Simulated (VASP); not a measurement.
# Zn6HS6 (a cell with a defect) in VASP: a series of runs

The runs below take Zn6HS6 (a cell with a defect) through single point, with PBE.

All numbers are computed with VASP 6.6.1; they aren't measurements. Logs are shortened: lines on timing, memory, paths and dates and some standing lists are left out, and cuts for length are marked.

### 1 The cell of the first run

The cell holds a defect, 13 atoms: a = 6.305 Å, b = 6.658 Å, c = 6.658 Å, α = 120.00°, β = 90.00°, γ = 90.00°.

### 2 Single point, PBE

INCAR reads:

```
SYSTEM = Zn6HS6
PREC = Accurate
ENCUT = 520
EDIFF = 1E-7
ISMEAR = 0
SIGMA = 0.02
LREAL = .False.
LASPH = .True.
NELM = 60
ALGO = Normal
ISIF = 2
LWAVE = .False.
LCHARG = .False.
GGA = PE
NBANDS = 66
NELECT = 110.0
```

KPOINTS reads:

```
Automatic mesh
0
Gamma
  2 2 2
  0 0 0
```

POSCAR reads:

```
Zn6HS6
1.0
    0.0000000000      0.0000000000      6.3046430411
   -5.7661004008     -3.3290596185      0.0000000000
    5.7661004007     -3.3290596186      0.0000000000
Zn S H
6 6 1
Direct
    0.0153647081      0.3177384545      0.9999964324
    0.0153689907      1.0000001396      0.3177305420
    0.0153615358      0.6822583019      0.6822546599
    0.4898707159      0.2946911608      0.2946902937
    0.4898753157      1.0000017559      0.7053119514
    0.4898734123      0.7053126398      0.0000009530
    0.3825047642      0.3708736708      1.0000002464
    0.3825065090      1.0000014310      0.3708739882
    0.3825033367      0.6291307372      0.6291296967
    0.8741687617      0.3347910225      0.3347875539
    0.8741711409      1.0000001181      0.6652055662
    0.8741698720      0.6652090929     -0.0000032228
    0.2763138196      0.0000042162      0.0000062973
```

Potentials or basis: VASP PAW PBE potentials, release 64 (Zn, S, H).

Command:

```console
$ cat potpaw_PBE.64/Zn/POTCAR potpaw_PBE.64/S/POTCAR potpaw_PBE.64/H/POTCAR > POTCAR
$ mpirun -np 1 vasp_std > vasp.out
```

OUTCAR:

```text
SYSTEM = Zn6HS6
   PREC = Accurate
   ENCUT = 520
   EDIFF = 1E-7
   ISMEAR = 0
   LREAL = .False.
   LASPH = .True.
   NELM = 60
   ISIF = 2
   GGA = PE
   NELECT = 110.0

 ion  position               nearest neighbor table
   1  0.015  0.318  1.000-   7 2.34  11 2.35  10 2.35  12 2.48
   2  0.015  0.000  0.318-   8 2.34  12 2.35  10 2.35  11 2.48
   3  0.015  0.682  0.682-   9 2.34  11 2.35  12 2.35  10 2.48
   4  0.490  0.295  0.295-   9 2.33   8 2.36   7 2.36  10 2.44
   5  0.490  0.000  0.705-   8 2.33   9 2.36   7 2.36  11 2.44
   6  0.490  0.705  0.000-   7 2.33   9 2.36   8 2.36  12 2.44
   7  0.383  0.371  0.000-   6 2.33   1 2.34   4 2.36   5 2.36
   8  0.383  0.000  0.371-   5 2.33   2 2.34   4 2.36   6 2.36
   9  0.383  0.629  0.629-   4 2.33   3 2.34   6 2.36   5 2.36
  10  0.874  0.335  0.335-   2 2.35   1 2.35   4 2.44   3 2.48
  11  0.874  0.000  0.665-   1 2.35   3 2.35   5 2.44   2 2.48
  12  0.874  0.665  1.000-   2 2.35   3 2.35   6 2.44   1 2.48
  13  0.276  0.000  0.000-

  LATTYP: Found a hexagonal cell.
 ALAT       =     6.6581192371
 C/A-ratio  =     0.9469105038

  Lattice vectors:

 A1 = (  -5.7661004008,  -3.3290596185,   0.0000000000)
 A2 = (   5.7661004007,  -3.3290596186,   0.0000000000)
 A3 = (   0.0000000000,   0.0000000000,   6.3046430411)

Analysis of symmetry for initial positions (statically):
=====================================================================
 Subroutine PRICEL returns:
 Original cell was already a primitive cell.

 Routine SETGRP: Setting up the symmetry group for a
 hexagonal supercell.

 Subroutine GETGRP returns: Found  2 space group operations
 (whereof  2 operations were pure point group operations)
 out of a pool of 24 trial point group operations.

The static configuration has the point symmetry C_1h.

Analysis of symmetry for dynamics (positions and initial velocities):
=====================================================================
 Subroutine PRICEL returns:
 Original cell was already a primitive cell.

 Routine SETGRP: Setting up the symmetry group for a
 hexagonal supercell.

 Subroutine GETGRP returns: Found  2 space group operations
 (whereof  2 operations were pure point group operations)
 out of a pool of 24 trial point group operations.

The dynamic configuration has the point symmetry C_1h.

 Subroutine INISYM returns: Found  2 space group operations
[... 111 lines left out ...]
   NELECT =     110.0000    total number of electrons
   NUPDOWN=      -1.0000    fix difference up-down
   EMIN   =  10.00;   EMAX   =-10.00  energy-range for DOS
   EFERMI =   0.00;   METHOD = LEGACY
   ISMEAR =     0;   SIGMA  =   0.02  broadening in eV -4-tet -1-fermi 0-gaus
   EFERMI_NEDOS =   21; number of points for ismear=-14 and -15
   IALGO  =     38    algorithm
   IMIX   =      4    mixing-type and parameters
     AMIX     =   0.40;   BMIX     =  1.00
     AMIX_MAG =   1.60;   BMIX_MAG =  1.00
  volume/ion in A,a.u.               =      18.62       125.65
  Fermi-wavevector in a.u.,A,eV,Ry     =   1.258658  2.378518 21.554611  1.584219
  Thomas-Fermi vector in A             =   2.392256
   LORBIT       =      0    0 simple, 1 ext, 2 COOP (PROOUT), +10 PAW based schemes
   GGA     = PE    functional components
   LHFCALC =     F    Hartree Fock is set to
   AEXX    =    0.0000 exact exchange contribution
   IVDW    =     0    specifies the selected vdW correction
   LEPSILON=     F    determine dielectric tensor
   LRPA    =     F    only Hartree local field effects (RPA)
 non-spin polarized calculation
 Gauss-broadening in eV      SIGMA  =   0.02
  energy-cutoff  :      520.00
  volume of cell :      242.04
 maximum number of plane-waves:      6588
 NGX is ok and might be reduce to    48
   NGX = 23   NGY = 25   NGZ = 25

 number of electron     110.0000013 magnetization

 Free energy of the ion-electron system (eV)
  ---------------------------------------------------
  ext. energy  EPLUGINS =         0.00000000
  ---------------------------------------------------
  free energy    TOTEN  =       -38.47256162 eV

  energy without entropy =      -38.47256162  energy(sigma->0) =      -38.47256162

 E-fermi :   3.3700     XC(G=0):  -9.7382

 val. band max:        3.2224356321   @ k =   0.5000   0.0000   0.0000
 cond. band min:       4.3785013227   @ k =   0.0000   0.0000   0.0000
 fundamental gap:      1.1560656905
 Fermi energy:         3.3700318180

 k-point     1 :       0.0000    0.0000    0.0000
  band No.  band energies     occupation
      1     -11.0692      2.00000
      2     -10.1418      2.00000
      3      -9.9305      2.00000
      4      -9.9305      2.00000
      5      -9.8387      2.00000
      6      -9.8386      2.00000
[... 403 lines left out ...]
     65       7.8425      0.00000
     66       8.0300      0.00000

------------------------ aborting loop because EDIFF is reached ----------------------------------------

  FORCE on cell =-STRESS in cart. coord.  units (eV):
  Direction    XX          YY          ZZ          XY          YZ          ZX
  --------------------------------------------------------------------------------------
  -------------------------------------------------------------------------------------
  Total       10.9507738     10.9502050      5.6224457      0.0000000     -0.0001130     -0.0000000
  in kB       72.4871656     72.4834009     37.2170186      0.0000000     -0.0007480     -0.0000000
  external PRESSURE =      60.7291950 kB  Pullay stress =       0.0000000 kB

 VOLUME and BASIS-vectors are now :
 -----------------------------------------------------------------------------
  energy-cutoff  :      520.00
  volume of cell :      242.04
      direct lattice vectors                 reciprocal lattice vectors
     0.000000000  0.000000000  6.304643041     0.000000000  0.000000000  0.158613262
    -5.766100401 -3.329059619  0.000000000    -0.086713717 -0.150192564  0.000000000
     5.766100401 -3.329059619  0.000000000     0.086713717 -0.150192564  0.000000000

 POSITION                                       TOTAL-FORCE (eV/Angst)
 -----------------------------------------------------------------------------------
      3.93397     -4.38682      0.09687        -0.003904     -0.002290     -0.016492
      1.83207     -1.05774      0.09690         0.003904     -0.002290     -0.016492
     -0.00002     -4.54255      0.09685         0.000000      0.004517     -0.016487
     -0.00000     -1.96209      3.08846         0.000000      0.014785      0.001168
      4.06689     -2.34803      3.08849         0.012774     -0.007351      0.001172
     -4.06690     -2.34803      3.08848        -0.012774     -0.007351      0.001172
     -2.13849     -1.23466      2.41156         0.000003      0.000031      0.018383
      2.13849     -1.23467      2.41157        -0.000003      0.000031      0.018383
     -0.00001     -4.18882      2.41155        -0.000000     -0.000066      0.018399
     -0.00002     -2.22907      5.51132        -0.000000     -0.007463     -0.001845
      3.83564     -2.21451      5.51134        -0.006436      0.003722     -0.001865
      1.93042     -5.54357      5.51133         0.006436      0.003722     -0.001865
      0.00001     -0.00004      1.74206         0.000000      0.000003     -0.003630
 -----------------------------------------------------------------------------------
    total drift:                                0.054244     -0.000123      0.000651

  FREE ENERGIE OF THE ION-ELECTRON SYSTEM (eV)
  ---------------------------------------------------
  free  energy   TOTEN  =       -38.4725616159 eV

  energy  without entropy=      -38.4725616159  energy(sigma->0) =      -38.47256162
```

Wall time 2.7 min (1 thread of Intel Xeon Platinum 8259CL at 2.50GHz (Skylake/Cascade Lake), shared host); peak memory 0.37 GiB.

What came out:

```yaml
Free_energy: -38.4726 eV
Largest_force: 0.018 eV/Å
```

Forces in eV/Å, atoms in the order of the input:
```
Zn  -0.004 -0.002 -0.016
Zn   0.004 -0.002 -0.016
Zn   0.000  0.005 -0.016
Zn   0.000  0.015  0.001
Zn   0.013 -0.007  0.001
Zn  -0.013 -0.007  0.001
S    0.000  0.000  0.018
S    0.000  0.000  0.018
S    0.000  0.000  0.018
S    0.000 -0.007 -0.002
S   -0.006  0.004 -0.002
S    0.006  0.004 -0.002
H    0.000  0.000 -0.004
```

Levels at points of the mesh, in eV from the Fermi level:
| k point | band 52 | band 53 | band 54 | band 55 | band 56 | band 57 | band 58 | band 59 |
| --- | --- | --- | --- | --- | --- | --- | --- | --- |
| (0.00, 0.00, 0.00) | -1.51 | -1.40 | -1.40 | -0.60 | 1.01 | 1.68 | 2.92 | 3.93 |
| (0.50, 0.00, 0.00) | -1.87 | -1.75 | -1.75 | -0.15 | 1.99 | 2.75 | 2.82 | 2.82 |
| (0.00, 0.50, 0.00) | -2.15 | -2.13 | -2.05 | -0.36 | 2.35 | 2.38 | 2.64 | 2.93 |
| (0.00, 0.50, 0.50) | -2.15 | -2.13 | -2.05 | -0.36 | 2.35 | 2.38 | 2.64 | 2.93 |
| (0.50, 0.50, 0.00) | -2.85 | -2.76 | -2.34 | -0.47 | 1.71 | 2.63 | 2.75 | 2.77 |
| (0.50, 0.50, 0.50) | -2.85 | -2.76 | -2.34 | -0.47 | 1.71 | 2.63 | 2.75 | 2.77 |

Caveat: the k points lie up to 0.54 Å⁻¹ apart; the cell carries a net charge on a neutralising background, which shifts energy and pressure; the cell is charged against a uniform background, so pressure and absolute levels hang on convention.

### 3 Single point, PBE

INCAR reads:

```
PREC = Accurate
ENCUT = 520
EDIFF = 1E-6
ISMEAR = 0
SIGMA = 0.02
LREAL = False
LASPH = True
NELM = 60
ALGO = Normal
ISIF = 2
LWAVE = False
LCHARG = False
GGA = PE
NBANDS = 66
NELECT = 110.0
```

KPOINTS reads:

```
regular mesh
0
Gamma
  2 2 2
```

POSCAR reads:

```
Zn6HS6
1.0
    0.0000000000      0.0000000000      6.3046430411
   -5.7661004008     -3.3290596185      0.0000000000
    5.7661004007     -3.3290596186      0.0000000000
Zn S H
6 6 1
Direct
    0.0129355460      0.3002972620      0.9999966636
    0.0129453800      1.0000003571      0.3002794505
    0.0129279326      0.6996927414      0.6996889260
    0.4939124990      0.3077052365      0.3077048897
    0.4939204297      1.0000023757      0.6923013513
    0.4939166230      0.6923006353      0.0000020760
    0.3796475049      0.3584900097      1.0000017322
    0.3796521047      1.0000022802      0.3584924655
    0.3796438568      0.6415171582      0.6415166379
    0.8698587635      0.3439082948      0.3439039592
    0.8698652666      0.9999998571      0.6560894389
    0.8698617771      0.6560923246     -0.0000046451
    0.2096320111      0.0000089510      0.0000165818
```

Potentials or basis: VASP PAW PBE potentials, release 64 (Zn, S, H).

Command:

```console
$ cat potpaw_PBE.64/Zn/POTCAR potpaw_PBE.64/S/POTCAR potpaw_PBE.64/H/POTCAR > POTCAR
$ mpirun -np 1 vasp_std > vasp.out
```

OUTCAR:

```text
PREC = Accurate
   ENCUT = 520
   EDIFF = 1E-6
   ISMEAR = 0
   LREAL = False
   LASPH = True
   NELM = 60
   ISIF = 2
   GGA = PE
   NELECT = 110.0

 ion  position               nearest neighbor table
   1  0.013  0.300  1.000-  11 2.34  10 2.34   7 2.34  12 2.53
   2  0.013  0.000  0.300-  12 2.34  10 2.34   8 2.34  11 2.53
   3  0.013  0.700  0.700-  11 2.34  12 2.34   9 2.34  10 2.53
   4  0.494  0.308  0.308-   9 2.34   7 2.35   8 2.35  10 2.38
   5  0.494  0.000  0.692-   8 2.34   9 2.35   7 2.35  11 2.38
   6  0.494  0.692  0.000-   7 2.34   9 2.35   8 2.35  12 2.38
   7  0.380  0.358  0.000-   6 2.34   1 2.34   4 2.35   5 2.35
   8  0.380  0.000  0.358-   5 2.34   2 2.34   4 2.35   6 2.35
   9  0.380  0.642  0.642-   4 2.34   3 2.34   6 2.35   5 2.35
  10  0.870  0.344  0.344-   2 2.34   1 2.34   4 2.38   3 2.53
  11  0.870  1.000  0.656-   1 2.34   3 2.34   5 2.38   2 2.53
  12  0.870  0.656  1.000-   2 2.34   3 2.34   6 2.38   1 2.53
  13  0.210  0.000  0.000-

  LATTYP: Found a hexagonal cell.
 ALAT       =     6.6581192371
 C/A-ratio  =     0.9469105038

  Lattice vectors:

 A1 = (  -5.7661004008,  -3.3290596185,   0.0000000000)
 A2 = (   5.7661004007,  -3.3290596186,   0.0000000000)
 A3 = (   0.0000000000,   0.0000000000,   6.3046430411)

Analysis of symmetry for initial positions (statically):
=====================================================================
 Subroutine PRICEL returns:
 Original cell was already a primitive cell.

 Routine SETGRP: Setting up the symmetry group for a
 hexagonal supercell.

 Subroutine GETGRP returns: Found  1 space group operations
 (whereof  1 operations were pure point group operations)
 out of a pool of 24 trial point group operations.

The static configuration has the point symmetry C_1 .

Analysis of symmetry for dynamics (positions and initial velocities):
[... 144 lines left out ...]
   IVDW    =     0    specifies the selected vdW correction
   LEPSILON=     F    determine dielectric tensor
   LRPA    =     F    only Hartree local field effects (RPA)
 non-spin polarized calculation
 Gauss-broadening in eV      SIGMA  =   0.02
  energy-cutoff  :      520.00
  volume of cell :      242.04
 maximum number of plane-waves:      6588
 NGX is ok and might be reduce to    48
   NGX = 23   NGY = 25   NGZ = 25

 number of electron     109.9999995 magnetization

 Free energy of the ion-electron system (eV)
  ---------------------------------------------------
  ext. energy  EPLUGINS =         0.00000000
  ---------------------------------------------------
  free energy    TOTEN  =       -38.73213191 eV

  energy without entropy =      -38.73213191  energy(sigma->0) =      -38.73213191

 E-fermi :   3.5102     XC(G=0):  -9.7292

 val. band max:        3.3886222422   @ k =   0.5000   0.0000   0.0000
 cond. band min:       4.4613329655   @ k =   0.0000   0.0000   0.0000
 fundamental gap:      1.0727107234
 Fermi energy:         3.5101711006

 k-point     1 :       0.0000    0.0000    0.0000
  band No.  band energies     occupation
      1     -11.1103      2.00000
      2     -10.1194      2.00000
      3     -10.0650      2.00000
      4     -10.0650      2.00000
      5      -9.7695      2.00000
      6      -9.7694      2.00000
[... 541 lines left out ...]
     65       7.8346      0.00000
     66       7.9790      0.00000

------------------------ aborting loop because EDIFF is reached ----------------------------------------

  FORCE on cell =-STRESS in cart. coord.  units (eV):
  Direction    XX          YY          ZZ          XY          YZ          ZX
  --------------------------------------------------------------------------------------
  -------------------------------------------------------------------------------------
  Total        9.4612439      9.4609698      8.6629122      0.0000630     -0.0005228      0.0003580
  in kB       62.6274241     62.6256097     57.3429753      0.0004168     -0.0034605      0.0023697
  external PRESSURE =      60.8653364 kB  Pullay stress =       0.0000000 kB

 VOLUME and BASIS-vectors are now :
 -----------------------------------------------------------------------------
  energy-cutoff  :      520.00
  volume of cell :      242.04
      direct lattice vectors                 reciprocal lattice vectors
     0.000000000  0.000000000  6.304643041     0.000000000  0.000000000  0.158613262
    -5.766100401 -3.329059619  0.000000000    -0.086713717 -0.150192564  0.000000000
     5.766100401 -3.329059619  0.000000000     0.086713717 -0.150192564  0.000000000

 POSITION                                       TOTAL-FORCE (eV/Angst)
 -----------------------------------------------------------------------------------
      4.03454     -4.32876      0.08155         0.201049      0.116030      0.036382
      1.73144     -0.99965      0.08162        -0.201202      0.116127      0.036479
     -0.00002     -4.65862      0.08151         0.000000     -0.232023      0.036315
     -0.00000     -2.04874      3.11394         0.000005     -0.137982      0.143723
      3.99187     -2.30472      3.11399        -0.119471      0.069013      0.143777
     -3.99186     -2.30472      3.11397         0.119487      0.069017      0.143721
     -2.06708     -1.19344      2.39354         0.128532      0.074196      0.037270
      2.06709     -1.19345      2.39357        -0.128484      0.074164      0.037290
     -0.00000     -4.27130      2.39352         0.000002     -0.148456      0.037232
     -0.00002     -2.28977      5.48415         0.000008     -0.109856      0.015441
     -1.98302     -5.51322      5.48419        -0.095133      0.054944      0.015449
      1.98298     -5.51321      5.48417         0.095142      0.054920      0.015462
      0.00004     -0.00009      1.32165         0.000066     -0.000096     -0.698541
 -----------------------------------------------------------------------------------
    total drift:                                0.000058     -0.000011     -0.000405

  FREE ENERGIE OF THE ION-ELECTRON SYSTEM (eV)
  ---------------------------------------------------
  free  energy   TOTEN  =       -38.7321319107 eV

  energy  without entropy=      -38.7321319107  energy(sigma->0) =      -38.73213191
```

OSZICAR:

```text
N       E                     dE             d eps       ncg     rms          rms(c)
DAV:   1     0.978929336104E+03    0.97893E+03   -0.49443E+04  1056   0.200E+03
DAV:   2     0.113882667083E+03   -0.86505E+03   -0.83282E+03  1056   0.482E+02
DAV:   3    -0.325721300586E+02   -0.14645E+03   -0.14205E+03  1162   0.173E+02
DAV:   4    -0.418891151429E+02   -0.93170E+01   -0.92452E+01  1216   0.435E+01
DAV:   5    -0.421092966615E+02   -0.22018E+00   -0.21987E+00  1248   0.667E+00    0.178E+01
DAV:   6    -0.387031301758E+02    0.34062E+01   -0.62661E+00  1598   0.436E+01    0.138E+01
DAV:   7    -0.388094737984E+02   -0.10634E+00   -0.81638E+00  1222   0.975E+00    0.606E+00
DAV:   8    -0.387307408032E+02    0.78733E-01   -0.94481E-01  1344   0.107E+01    0.221E+00
DAV:   9    -0.387306819767E+02    0.58827E-04   -0.13685E-01  1342   0.646E+00    0.463E-01
DAV:  10    -0.387311522139E+02   -0.47024E-03   -0.18991E-02  1536   0.204E+00    0.222E-01
DAV:  11    -0.387317702831E+02   -0.61807E-03   -0.44679E-03  1204   0.422E-01    0.131E-01
DAV:  12    -0.387320511688E+02   -0.28089E-03   -0.52824E-04  1128   0.243E-01    0.736E-02
DAV:  13    -0.387321234790E+02   -0.72310E-04   -0.16551E-04  1192   0.271E-01    0.115E-02
DAV:  14    -0.387321287940E+02   -0.53150E-05   -0.45082E-05  1304   0.912E-02    0.108E-02
DAV:  15    -0.387321314592E+02   -0.26652E-05   -0.92724E-06  1136   0.198E-02    0.596E-03
DAV:  16    -0.387321319107E+02   -0.45158E-06   -0.15309E-06   816   0.163E-02
   1 F= -.38732132E+02 E0= -.38732132E+02  d E =-.128399E-18
```

It took 3 min on 1 thread of Intel Xeon Platinum 8259CL at 2.50GHz (Skylake/Cascade Lake), shared host; peak memory 0.39 GiB.

What came out:

```yaml
Free_energy: -38.7321 eV
Largest_force: 0.699 eV/Å
```

Forces on the atoms (eV/Å):
```
Zn   0.201  0.116  0.036
Zn  -0.201  0.116  0.036
Zn   0.000 -0.232  0.036
Zn   0.000 -0.138  0.144
Zn  -0.119  0.069  0.144
Zn   0.119  0.069  0.144
S    0.129  0.074  0.037
S   -0.128  0.074  0.037
S    0.000 -0.148  0.037
S    0.000 -0.110  0.015
S   -0.095  0.055  0.015
S    0.095  0.055  0.015
H    0.000  0.000 -0.699
```

Levels at points of the mesh, in eV from the Fermi level:
| k point | band 53 | band 54 | band 55 | band 56 | band 57 | band 58 |
| --- | --- | --- | --- | --- | --- | --- |
| (0.00, 0.00, 0.00) | -1.56 | -1.56 | -0.94 | 0.95 | 1.36 | 2.77 |
| (0.50, 0.00, 0.00) | -1.91 | -1.91 | -0.12 | 1.76 | 2.33 | 2.66 |
| (0.00, 0.50, 0.00) | -2.24 | -2.21 | -0.46 | 2.15 | 2.35 | 2.46 |
| (0.00, 0.00, 0.50) | -2.24 | -2.21 | -0.46 | 2.15 | 2.35 | 2.46 |
| (0.00, 0.50, 0.50) | -2.24 | -2.21 | -0.46 | 2.15 | 2.35 | 2.46 |
| (0.50, 0.50, 0.00) | -2.81 | -2.77 | -0.70 | 1.67 | 2.49 | 2.77 |
| (0.50, 0.00, 0.50) | -2.80 | -2.77 | -0.70 | 1.67 | 2.49 | 2.77 |
| (0.50, 0.50, 0.50) | -2.80 | -2.77 | -0.70 | 1.67 | 2.49 | 2.77 |

Caveat: the k points lie up to 0.54 Å⁻¹ apart; the cell carries a net charge on a neutralising background, which shifts energy and pressure; the cell is charged against a uniform background, so pressure and absolute levels hang on convention.
